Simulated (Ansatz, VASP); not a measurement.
# One calculation of PN, two programs

```
P N
1.0
     6.25108    0.00000    0.00000
     0.00000    3.04955    0.00000
     0.00000    0.00000    3.73839
P N
4 4
Direct
  0.07423 0.75000 0.81172
  0.42577 0.25000 0.31172
  0.57423 0.75000 0.68828
  0.92577 0.25000 0.18828
  0.15775 0.25000 0.51421
  0.34225 0.75000 0.01421
  0.65775 0.25000 0.98579
  0.84225 0.75000 0.48579
```

Alike in both runs: functional PBE; k mesh 6 × 12 × 10; occupations gaussian, width 0.1 eV; no spin polarisation.

Ansatz relaxed the structure, and its values are those at the end. VASP's run is a single point on that final structure, the one shown.

```csv
,VASP,Ansatz
version,VASP 6.6.1,Ansatz 0.2.0
potentials or method,"VASP PAW PBE potentials, release 64 (P, N), cutoff 520 eV","scalar-relativistic, plane waves, PAW"
valence electrons in the cell,40,40
```

```csv
,VASP,Ansatz,Ansatz less VASP
gap on the k mesh at the Fermi level (eV),none,none,-
pressure (GPa),-0.7,0.0,+0.70
rms of the force components (eV/Å),0.012,0.003,-0.0089
```

A gap of «none» marks a metal or a gap that the smearing closes.
